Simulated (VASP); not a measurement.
A run of VASP 6.6.1:

Contents of INCAR:

```
PREC = Accurate
ENCUT = 520
EDIFF = 1E-8
ISMEAR = 0
SIGMA = 0.01
LREAL = False
LASPH = True
NELM = 100
ALGO = Normal
ISIF = 2
LWAVE = False
LCHARG = False
GGA = PE
LEPSILON = True
```

The input KPOINTS:

```
regular mesh
0
Gamma
  8 8 3
```

Contents of POSCAR:

```
F
1.0
    2.5563224200     -1.5840272500      0.0000000000
    2.5563224200      1.5840272500      0.0000000000
   -0.5621106000      0.0000000000      6.5977089000
F
4
Direct
    0.5958328800      0.9153359700      0.5979555000
    0.0846640300      0.4041671200      0.9020445000
    0.4041671200      0.0846640300      0.4020445000
    0.9153359700      0.5958328800      0.0979555000
```

Potentials or basis: VASP PAW PBE potentials, release 64 (F).

Run with:

```bash
$ cat potpaw_PBE.64/F/POTCAR > POTCAR
$ mpirun -np 1 vasp_std > vasp.out
```

Hardware: 1 thread of Intel(R) Xeon(R) Platinum 8375C CPU @ 2.90GHz (Ice Lake) (shared host).

Problem. Estimate the wall time of this run.

Solution. Wall time 4.2 min on 1 thread of Intel(R) Xeon(R) Platinum 8375C CPU @ 2.90GHz (Ice Lake), on a shared host, peak memory 0.27 GiB. Counts: scf iterations 104, k points 57.
